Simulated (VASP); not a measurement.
Wanted: the native input for a VASP 6.6.1 run.

| Quantity | Value |
| --- | --- |
| Task | relaxation of cell and atoms |
| Functional | PBE |
| Potentials or basis | VASP PAW PBE potentials, release 64 (Zr_sv, Si) |
| Cutoff | 600 eV |
| k mesh | 4 × 4 × 4 |
| Occupations | gaussian, width 0.1 eV |
| Spin | no spin polarisation |
| Dipole correction | no |
| Further INCAR settings | ALGO = Normal; EDIFF = 1e-06; IBRION = 2; EDIFFG = -0.05; NSW = 100; ISIF = 3 |

The structure of ZrSi7 lies in POSCAR:

```
ZrSi7
1.0
    5.7334857981      0.0000000000      0.0000000000
    0.0000000000      5.7334857981      0.0000000000
    0.0000000000      0.0000000000      5.7334857981
Zr Si
1 7
Direct
    0.0000000000      0.0000000000      0.0000000000
    0.2526152100      0.2526152100      0.2526152100
    0.0000000000      0.5000000000      0.5000000000
    0.5000000000      0.5000000000      0.0000000000
    0.5000000000      0.0000000000      0.5000000000
    0.7473847900      0.2526152100      0.7473847900
    0.7473847900      0.7473847900      0.2526152100
    0.2526152100      0.7473847900      0.7473847900
```

These files were run (other wordings do the same):

INCAR

```
PREC = Accurate ; ENCUT = 600
EDIFF = 1E-6 ; ISMEAR = 0
SIGMA = 0.1 ; LREAL = F
LASPH = T ; NELM = 100
ALGO = Normal ; ISIF = 3
LWAVE = F ; LCHARG = F
GGA = PE ; IBRION = 2
NSW = 100 ; EDIFFG = -0.05
```

KPOINTS

```
regular mesh
0
Gamma
  4 4 4
```

Potentials or basis: VASP PAW PBE potentials, release 64 (Zr_sv, Si).

Run with:

```bash
$ cat potpaw_PBE.64/Zr_sv/POTCAR potpaw_PBE.64/Si/POTCAR > POTCAR
$ mpirun -np 1 vasp_std > vasp.out
```

It gave:

```yaml
Relaxed_volume: 22.54 Å³/atom
Relaxed_cell: a = 5.649 Å, b = 5.649 Å, c = 5.649 Å, α = 90.00°, β = 90.00°, γ = 90.00°
Space_group_after_relaxing_to_0.05_Å: P-43m (No. 215)
Energy_gained_by_relaxing: 67.9 meV/atom
Ionic_steps: 6
Pressure_after_relaxing: 0.0 GPa
Largest_force_after_relaxing: 0.020 eV/Å
Band_gap_on_the_k_mesh: zero (band 20 reaches 5.10 eV, above the bottom of band 21 at 5.07 eV)
```

Caveat: the relaxation stopped at a loose force limit of 0.05 eV/Å, so its end isn't a converged minimum.

Run time: 5 min on 1 thread of Intel(R) Xeon(R) Platinum 8259CL CPU @ 2.50GHz (Skylake/Cascade Lake), on a shared host, peak memory 0.36 GiB.
